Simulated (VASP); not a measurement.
# TiSi40H16Cl4 in VASP: a series of runs, part 2 of 2

VASP 6.6.1.

### 3 Single point, PBEsol

INCAR

```
PREC     = Accurate       # precision mode
ENCUT    = 400            # plane-wave cutoff, eV
EDIFF    = 1E-6           # SCF threshold, eV
ISMEAR   = -1             # smearing method
SIGMA    = 0.05           # smearing width, eV
LREAL    = Auto         
LASPH    = True           # aspherical terms in the spheres
NELM     = 120            # most SCF steps
ALGO     = Normal         # electronic algorithm
ISIF     = 2              # what is computed and relaxed
LWAVE    = False          # write WAVECAR
LCHARG   = False          # write CHGCAR
GGA      = PS             # functional
NBANDS   = 144            # bands
GGA_COMPAT= False        
NELMDL   = -8
```

KPOINTS

```
regular mesh
0
Gamma
  2 1 1
```

POSCAR

```
TiSi40H16Cl4
1.0
    7.6791800000      0.0000000000      0.0000000000
    0.0000000000     15.3583590000      0.0000000000
    0.0000000000      0.0000000000     20.2555000000
H Si Ti Cl
16 40 1 4
Direct
    0.4093920184      0.0000000000      0.0493693071
    0.0906079816      0.0000000000      0.0493693071
    0.9093920184      0.0000000000      0.0493693071
    0.5906079816      0.0000000000      0.0493693071
    0.4093920184      0.2500000163      0.0493693071
    0.0906079816      0.2500000163      0.0493693071
    0.9093920184      0.2500000163      0.0493693071
    0.5906079816      0.2500000163      0.0493693071
    0.4093920184      0.5000000326      0.0493693071
    0.0906079816      0.5000000326      0.0493693071
    0.9093920184      0.5000000326      0.0493693071
    0.5906079816      0.5000000326      0.0493693071
    0.4093920184      0.7499999837      0.0493693071
    0.0906079816      0.7499999837      0.0493693071
    0.9093920184      0.7499999837      0.0493693071
    0.5906079816      0.7499999837      0.0493693071
    0.2500000000      0.0000000000      0.0920984424
    0.7500000000      0.0000000000      0.0920984424
    0.2500000000      0.2500000163      0.0920984424
    0.7500000000      0.2500000163      0.0920984424
    0.2500000000      0.5000000326      0.0920984424
    0.7500000000      0.5000000326      0.0920984424
    0.2500000000      0.7499999837      0.0920984424
    0.7500000000      0.7499999837      0.0920984424
    0.2498696475      0.1251493079      0.1559489028
    0.7499593707      0.1251712504      0.1557037842
    0.2497904724      0.3741429016      0.1597742342
    0.7500015627      0.3749894764      0.1608993607
    0.2511760370      0.6248642189      0.1574185283
    0.7506479859      0.6250464649      0.1552449952
    0.2500786542      0.8736484803      0.1624181087
    0.7502453387      0.8746490429      0.1616724840
   -0.0006419956      0.1208866130      0.2203273679
    0.5004577312      0.1209949579      0.2202345536
    0.0015620157      0.3746127435      0.2286581916
    0.4981862647      0.3745104539      0.2285664634
   -0.0031258546      0.6229492357      0.2214507171
    0.5056064580      0.6231643628      0.2221454420
   -0.0011381424      0.8732757842      0.2316886771
    0.5017398993      0.8734791914      0.2316714473
    0.0010723801      0.0037163476      0.2943569895
    0.4988419336      0.0038851156      0.2943450421
    0.0009555708      0.2455289657      0.2921977734
    0.4986867087      0.2454994052      0.2921676088
    0.0162841605      0.5018991287      0.2934329935
    0.4814178076      0.5013574041      0.2938167411
   -0.0114768764      0.7419249023      0.2955757695
    0.5176912118      0.7426967295      0.2966485152
    0.2499113187      0.0316136639      0.3599995557
    0.7499959631      0.0327209437      0.3574943596
    0.2498032342      0.1718413406      0.3223367974
    0.7498593600      0.1738959872      0.3220686727
    0.2490694319      0.5377241800      0.3655338550
    0.7486390474      0.5521640691      0.3275287206
    0.2531819804      0.6797240512      0.3248817852
    0.7542837907      0.6958713493      0.3647377749
    0.8017809193      0.7090290050      0.5103802424
    0.7807482049      0.8337561975      0.4414196144
    1.0645678315      0.6566816155      0.5102380094
    0.7748757029      0.7997284736      0.5944061119
    0.6411118114      0.6040224089      0.5489944460
```

Potentials or basis: VASP PAW PBE potentials, release 64 (H, Si, Ti_sv, Cl).

On the command line:

```
$ cat potpaw_PBE.64/H/POTCAR potpaw_PBE.64/Si/POTCAR potpaw_PBE.64/Ti_sv/POTCAR potpaw_PBE.64/Cl/POTCAR > POTCAR
$ mpirun -np 1 vasp_std > vasp.out
```

Run time: 32 min. Hardware: 1 thread of AMD EPYC 7R43 (Zen 3), shared host; peak memory 1.5 GiB.

It converged, with:

```
Free energy            : -290.5871 eV
Largest force          : 0.623 eV/Å
Band gap on the k mesh : 0.15 eV (least direct gap 0.37 eV)
```

Forces on the atoms (eV/Å):
```
H   -0.451 -0.107 -0.046
H    0.448 -0.113 -0.043
H   -0.459 -0.085 -0.061
H    0.460 -0.089 -0.058
H   -0.492  0.063 -0.059
H    0.491  0.062 -0.062
H   -0.480  0.094 -0.042
H    0.483  0.093 -0.042
H   -0.467 -0.079 -0.046
H    0.460 -0.059 -0.036
H   -0.471 -0.100 -0.056
H    0.472 -0.100 -0.054
H   -0.479  0.049 -0.041
H    0.474  0.037 -0.033
H   -0.485  0.077 -0.053
H    0.485  0.074 -0.049
Si   0.009 -0.314  0.306
Si   0.004 -0.272  0.184
Si  -0.004  0.092  0.018
Si  -0.002  0.202  0.126
Si   0.029 -0.098  0.211
Si  -0.008 -0.198  0.090
Si   0.020  0.161  0.293
Si   0.001  0.322  0.102
Si  -0.002  0.001  0.006
Si   0.003  0.001  0.004
Si   0.002 -0.004 -0.017
Si   0.002  0.000 -0.004
Si   0.001  0.003  0.010
Si   0.004 -0.002  0.007
Si   0.003 -0.007  0.007
Si   0.000 -0.003  0.003
Si  -0.002 -0.012 -0.005
Si   0.002 -0.017  0.004
Si   0.007 -0.030 -0.012
Si  -0.005 -0.027 -0.007
Si  -0.006  0.001 -0.005
Si  -0.005  0.004  0.017
Si  -0.001 -0.019  0.005
Si   0.009 -0.037  0.029
Si   0.003 -0.024  0.009
Si  -0.001 -0.022  0.001
Si   0.004 -0.008  0.006
Si  -0.002 -0.007  0.005
Si   0.082 -0.031 -0.014
Si  -0.059 -0.020 -0.015
Si  -0.027 -0.017  0.035
Si   0.010 -0.012  0.055
Si  -0.002 -0.035  0.025
Si   0.005 -0.031  0.009
Si   0.001 -0.015 -0.006
Si   0.000 -0.003 -0.006
Si   0.000 -0.013  0.104
Si   0.006  0.035 -0.286
Si  -0.026  0.069  0.074
Si   0.025  0.112  0.178
Ti   0.149  0.467 -0.384
Cl  -0.044  0.187  0.091
Cl   0.008  0.082 -0.107
Cl   0.090 -0.092 -0.058
Cl  -0.271 -0.184 -0.306
```

Levels at points of the mesh, in eV from the valence-band top:
```
           k point  band 106  band 107  band 108  band 109  band 110  band 111
(0.00, 0.00, 0.00)     -0.41     -0.33     -0.23      0.15      0.64      0.69
(0.50, 0.00, 0.00)     -0.20     -0.15      0.00      0.79      0.87      1.02
```

Caveat: the PAW data sets were made with another functional, which shifts forces and pressure a little.

### 4 Single point, PBEsol

INCAR

```
SYSTEM = TiSi40H16Cl4
PREC = Accurate ; ENCUT = 400
EDIFF = 1E-6 ; ISMEAR = -1
SIGMA = 0.05 ; LREAL = Auto
LASPH = .True. ; NELM = 120
ALGO = Normal ; ISIF = 2
LWAVE = .False. ; LCHARG = .True.
GGA = PS ; LELF = .True.
LVHAR = .True. ; NBANDS = 144
GGA_COMPAT = .False. ; NELMDL = -8
```

KPOINTS

```
regular mesh
0
Gamma
  2 1 1
  0 0 0
```

POSCAR

```
TiSi40H16Cl4
1.0
    7.6791800000      0.0000000000      0.0000000000
    0.0000000000     15.3583590000      0.0000000000
    0.0000000000      0.0000000000     20.2555000000
H Si Ti Cl
16 40 1 4
Direct
    0.4093920184      0.0000000000      0.0493693071
    0.0906079816      0.0000000000      0.0493693071
    0.9093920184      0.0000000000      0.0493693071
    0.5906079816      0.0000000000      0.0493693071
    0.4093920184      0.2500000163      0.0493693071
    0.0906079816      0.2500000163      0.0493693071
    0.9093920184      0.2500000163      0.0493693071
    0.5906079816      0.2500000163      0.0493693071
    0.4093920184      0.5000000326      0.0493693071
    0.0906079816      0.5000000326      0.0493693071
    0.9093920184      0.5000000326      0.0493693071
    0.5906079816      0.5000000326      0.0493693071
    0.4093920184      0.7499999837      0.0493693071
    0.0906079816      0.7499999837      0.0493693071
    0.9093920184      0.7499999837      0.0493693071
    0.5906079816      0.7499999837      0.0493693071
    0.2500000000      0.0000000000      0.0920983930
    0.7500000000      0.0000000000      0.0920983930
    0.2500000000      0.2500000163      0.0920983930
    0.7500000000      0.2500000163      0.0920983930
    0.2500000000      0.5000000326      0.0920983930
    0.7500000000      0.5000000326      0.0920983930
    0.2500000000      0.7499999837      0.0920983930
    0.7500000000      0.7499999837      0.0920983930
    0.2501843947      0.1252588900      0.1556177828
    0.7501045685      0.1252615595      0.1556138826
    0.2501286596      0.3747345664      0.1607707536
    0.7502272378      0.3747538393      0.1608219496
    0.2475695322      0.6252147772      0.1555130705
    0.7490126550      0.6252410821      0.1553961640
    0.2495538586      0.8747472956      0.1608668757
    0.7501582200      0.8748439205      0.1607511046
    0.0001552249      0.1219270236      0.2198788477
    0.5001692889      0.1217870347      0.2199534941
    0.0002875307      0.3772027988      0.2293726642
    0.5000958436      0.3769962012      0.2292417862
   -0.0021256176      0.6223414884      0.2202322332
    0.4983106269      0.6213265363      0.2189300190
   -0.0003917085      0.8772073891      0.2296077115
    0.5000924578      0.8774714148      0.2290956037
    0.0001052196      0.0057789377      0.2943529905
    0.5001855667      0.0056231919      0.2944185530
    0.0003143565      0.2464765279      0.2919485078
    0.5002152574      0.2464156490      0.2919426822
   -0.0003638409      0.5057521445      0.2941526993
    0.5008071174      0.5056268056      0.2937267409
   -0.0017241424      0.7465205104      0.2925018390
    0.5000763102      0.7457701698      0.2898745526
    0.2501326965      0.0325121974      0.3596439486
    0.7501721538      0.0325966466      0.3596560934
    0.2502676067      0.1731772255      0.3224492113
    0.7502696903      0.1732804266      0.3224240330
    0.2505363854      0.5333903186      0.3585012959
    0.7498907435      0.5315841360      0.3594804374
    0.2501061311      0.6743758236      0.3222751351
    0.7485334372      0.6741218251      0.3250965910
    0.8065753114      0.7224329761      0.5395996149
    0.6074815280      0.7356009845      0.4626096616
    1.0337513901      0.6658001678      0.4929482857
    0.8658080680      0.8501164089      0.5785957888
    0.7113262093      0.6376355052      0.6168900299
```

On the command line:

```
$ cat potpaw_PBE.64/H/POTCAR potpaw_PBE.64/Si/POTCAR potpaw_PBE.64/Ti_sv/POTCAR potpaw_PBE.64/Cl/POTCAR > POTCAR
$ mpirun -np 1 vasp_std > vasp.out
```

Run time: 25 min. Hardware: 1 thread of AMD EPYC 7R13 (Zen 3), shared host; peak memory 1.4 GiB.

Results (log left out):

| Quantity | Value |
| --- | --- |
| Free energy | -290.8125 eV |
| Largest force | 0.501 eV/Å |
| Band gap on the k mesh | 0.50 eV (least direct gap 0.56 eV) |

Forces in eV/Å, atoms in the order of the input:
```
H   -0.453 -0.091 -0.060
H    0.455 -0.082 -0.064
H   -0.455 -0.082 -0.066
H    0.454 -0.086 -0.063
H   -0.489  0.079 -0.055
H    0.489  0.076 -0.053
H   -0.490  0.077 -0.055
H    0.488  0.080 -0.052
H   -0.450 -0.071 -0.053
H    0.458 -0.109 -0.076
H   -0.452 -0.091 -0.065
H    0.456 -0.092 -0.065
H   -0.485  0.075 -0.047
H    0.489  0.090 -0.060
H   -0.486  0.080 -0.054
H    0.490  0.087 -0.058
Si  -0.014 -0.203  0.122
Si   0.010 -0.193  0.108
Si   0.001  0.238  0.087
Si   0.007  0.242  0.091
Si  -0.054 -0.202  0.103
Si   0.012 -0.210  0.097
Si  -0.018  0.240  0.090
Si  -0.002  0.249  0.073
Si   0.001  0.002  0.000
Si  -0.001  0.001  0.000
Si  -0.002 -0.002  0.001
Si  -0.001 -0.002  0.000
Si   0.008  0.000  0.003
Si   0.002  0.003 -0.003
Si   0.004 -0.002  0.001
Si  -0.001 -0.002 -0.001
Si  -0.001 -0.006  0.002
Si  -0.001 -0.003 -0.002
Si   0.000 -0.007  0.001
Si   0.001 -0.006  0.003
Si  -0.002 -0.013  0.003
Si  -0.008  0.003  0.004
Si  -0.003 -0.014  0.006
Si  -0.004  0.002 -0.002
Si  -0.001 -0.006 -0.001
Si   0.000 -0.012  0.000
Si  -0.001  0.009  0.003
Si  -0.001  0.008  0.003
Si  -0.010 -0.005 -0.003
Si   0.000 -0.010  0.002
Si   0.010  0.022 -0.005
Si   0.018 -0.012  0.012
Si   0.000 -0.020  0.019
Si  -0.001 -0.021  0.020
Si  -0.001  0.000 -0.003
Si  -0.001 -0.004  0.000
Si   0.001 -0.017  0.013
Si   0.005 -0.024  0.030
Si   0.001  0.000 -0.003
Si  -0.026  0.007  0.006
Ti  -0.110  0.021 -0.115
Cl   0.083  0.008  0.081
Cl   0.056 -0.028  0.004
Cl   0.039  0.053  0.037
Cl  -0.013 -0.028  0.064
```

Levels at points of the mesh, in eV from the valence-band top:
```tsv
k point	band 105	band 106	band 107	band 108	band 109	band 110	band 111	band 112
(0.00, 0.00, 0.00)	-0.40	-0.20	-0.16	-0.10	0.50	0.56	0.73	0.78
(0.50, 0.00, 0.00)	-0.07	-0.06	-0.01	0.00	0.56	0.59	1.21	1.25
```

Caveat: the PAW data sets were made with another functional, which shifts forces and pressure a little.

### 5 Single point, PBEsol

INCAR

```
SYSTEM = TiSi40H16Cl4
  PREC = Accurate
  ENCUT = 400
  EDIFF = 1E-6
  ISMEAR = -1
  SIGMA = 0.05
  LREAL = Auto
  LASPH = .TRUE.
  NELM = 120
  ALGO = Normal
  ISIF = 2
  LWAVE = .FALSE.
  LCHARG = .FALSE.
  GGA = PS
  NBANDS = 144
  GGA_COMPAT = .FALSE.
  NELMDL = -8
```

KPOINTS

```
regular mesh
0
G
  2 1 1
  0 0 0
```

POSCAR

```
TiSi40H16Cl4
1.0
    7.6791800000      0.0000000000      0.0000000000
    0.0000000000     15.3583590000      0.0000000000
    0.0000000000      0.0000000000     20.2555000000
H Si Ti Cl
16 40 1 4
Direct
    0.4093920184      0.0000000000      0.0493693071
    0.0906079816      0.0000000000      0.0493693071
    0.9093920184      0.0000000000      0.0493693071
    0.5906079816      0.0000000000      0.0493693071
    0.4093920184      0.2500000163      0.0493693071
    0.0906079816      0.2500000163      0.0493693071
    0.9093920184      0.2500000163      0.0493693071
    0.5906079816      0.2500000163      0.0493693071
    0.4093920184      0.5000000326      0.0493693071
    0.0906079816      0.5000000326      0.0493693071
    0.9093920184      0.5000000326      0.0493693071
    0.5906079816      0.5000000326      0.0493693071
    0.4093920184      0.7499999837      0.0493693071
    0.0906079816      0.7499999837      0.0493693071
    0.9093920184      0.7499999837      0.0493693071
    0.5906079816      0.7499999837      0.0493693071
    0.2500000000      0.0000000000      0.0920983930
    0.7500000000      0.0000000000      0.0920983930
    0.2500000000      0.2500000163      0.0920983930
    0.7500000000      0.2500000163      0.0920983930
    0.2500000000      0.5000000326      0.0920983930
    0.7500000000      0.5000000326      0.0920983930
    0.2500000000      0.7499999837      0.0920983930
    0.7500000000      0.7499999837      0.0920983930
    0.2500181009      0.1251757431      0.1556972674
    0.7501022245      0.1252080382      0.1556155612
    0.2499193924      0.3746452990      0.1607778134
    0.7499275964      0.3746549355      0.1608319222
    0.2505734987      0.6252265623      0.1556328898
    0.7502393485      0.6251869096      0.1555241292
    0.2501260551      0.8746132969      0.1608116314
    0.7500360716      0.8746606327      0.1608358224
   -0.0001018338      0.1213732535      0.2200226111
    0.5002409111      0.1214063950      0.2199379922
    0.0000298209      0.3767251436      0.2293106070
    0.4997809662      0.3767478023      0.2293058675
    0.0002924791      0.6210625106      0.2196866036
    0.5006551481      0.6212550442      0.2200371257
    0.0001186325      0.8764493003      0.2293183086
    0.5000724036      0.8764006623      0.2294103824
    0.0007318490      0.0048233018      0.2942494137
    0.4995810751      0.0048881524      0.2941588211
    0.0003473027      0.2460474456      0.2919652934
    0.4998320133      0.2460111787      0.2918987929
   -0.0006188161      0.5049872841      0.2942764681
    0.5000575582      0.5049473059      0.2943560514
   -0.0000546933      0.7455648094      0.2916898620
    0.5002969067      0.7458443314      0.2923381798
    0.2502536729      0.0318399251      0.3598102738
    0.7500431036      0.0319338153      0.3589245390
    0.2500910253      0.1725200589      0.3224339562
    0.7501100378      0.1729159346      0.3222196440
    0.2496450142      0.5318554541      0.3593969539
    0.7496887689      0.5313446573      0.3599116289
    0.2499424418      0.6727355442      0.3227156081
    0.7502870098      0.6723435101      0.3228844511
    0.7008075081      0.7584788193      0.5253613093
    0.4881917080      0.6763354731      0.4920347066
    0.9385511213      0.7027856296      0.4852015502
    0.6669979086      0.8887150639      0.4852330478
    0.7116585365      0.7615044680      0.6324271432
```

On the command line:

```
$ cat potpaw_PBE.64/H/POTCAR potpaw_PBE.64/Si/POTCAR potpaw_PBE.64/Ti_sv/POTCAR potpaw_PBE.64/Cl/POTCAR > POTCAR
$ mpirun -np 1 vasp_std > vasp.out
```

Wall time 33 min (1 thread of Intel Xeon Platinum 8259CL at 2.50GHz (Skylake/Cascade Lake), shared host); peak memory 1.5 GiB.

It converged, with:

| Quantity | Value |
| --- | --- |
| Free energy | -290.8453 eV |
| Largest force | 0.497 eV/Å |
| Band gap on the k mesh | 0.65 eV (least direct gap 0.69 eV) |

Forces on the atoms (eV/Å):
```
H   -0.454 -0.088 -0.063
H    0.453 -0.091 -0.061
H   -0.454 -0.090 -0.063
H    0.453 -0.088 -0.062
H   -0.488  0.075 -0.053
H    0.489  0.074 -0.053
H   -0.488  0.078 -0.053
H    0.488  0.075 -0.052
H   -0.455 -0.093 -0.065
H    0.452 -0.083 -0.060
H   -0.454 -0.091 -0.064
H    0.454 -0.092 -0.064
H   -0.488  0.077 -0.054
H    0.487  0.074 -0.051
H   -0.488  0.077 -0.054
H    0.488  0.077 -0.052
Si   0.004 -0.205  0.127
Si   0.000 -0.206  0.122
Si  -0.001  0.221  0.096
Si   0.000  0.231  0.091
Si   0.014 -0.204  0.118
Si  -0.003 -0.213  0.108
Si   0.004  0.231  0.086
Si   0.001  0.238  0.085
Si   0.001  0.004  0.000
Si  -0.001  0.004  0.001
Si   0.000  0.006 -0.001
Si   0.000  0.003 -0.001
Si   0.000 -0.007  0.000
Si   0.000 -0.005 -0.001
Si   0.000 -0.004 -0.001
Si   0.000 -0.001 -0.001
Si  -0.001 -0.001  0.001
Si   0.002 -0.001  0.000
Si   0.001 -0.005  0.006
Si   0.001 -0.005  0.006
Si   0.003  0.008  0.003
Si   0.000  0.007  0.002
Si  -0.001  0.002  0.003
Si   0.000  0.002  0.003
Si  -0.003 -0.003  0.014
Si   0.004 -0.001  0.013
Si  -0.001  0.003  0.008
Si   0.001  0.002  0.007
Si   0.003 -0.009 -0.010
Si  -0.002 -0.008 -0.010
Si   0.000  0.008  0.001
Si  -0.001  0.008  0.002
Si   0.000 -0.021  0.021
Si   0.000 -0.006 -0.005
Si   0.000  0.009 -0.010
Si   0.001  0.006 -0.009
Si   0.001 -0.013  0.026
Si   0.002 -0.009  0.018
Si   0.000  0.014 -0.001
Si   0.003  0.014  0.005
Ti  -0.015  0.006  0.001
Cl  -0.001 -0.001  0.002
Cl   0.007  0.004 -0.008
Cl  -0.014  0.000  0.007
Cl   0.000  0.008  0.003
```

Levels at points of the mesh, in eV from the valence-band top:
```
           k point  band 104  band 105  band 106  band 107  band 108  band 109  band 110  band 111  band 112  band 113
(0.00, 0.00, 0.00)     -0.44     -0.39     -0.19     -0.14     -0.11      0.65      0.69      0.73      0.79      0.83
(0.50, 0.00, 0.00)     -0.60     -0.06     -0.04     -0.01      0.00      0.69      0.74      1.23      1.27      1.42
```

Caveat: the PAW data sets were made with another functional, which shifts forces and pressure a little.

### 6 The runs side by side

| cell | gap on the mesh (eV) | largest force (eV/Å) |
| --- | --- | --- |
| as given, atomic positions A | 0.65 | 0.50 |
| as given, atomic positions B | 0.15 | 0.62 |
| as given, atomic positions C | 0.50 | 0.50 |

Alike in all rows: task single point; level PBEsol; potentials or basis VASP PAW PBE potentials, release 64 (H, Si, Ti_sv, Cl); no spin polarisation; k mesh 2 × 1 × 1; cutoff (eV) 400; smearing fermi-dirac 0.05 eV.

Caveats: the PAW data sets were made with another functional, which shifts forces and pressure a little.

Absolute energies hang on the potentials; compare differences alone.
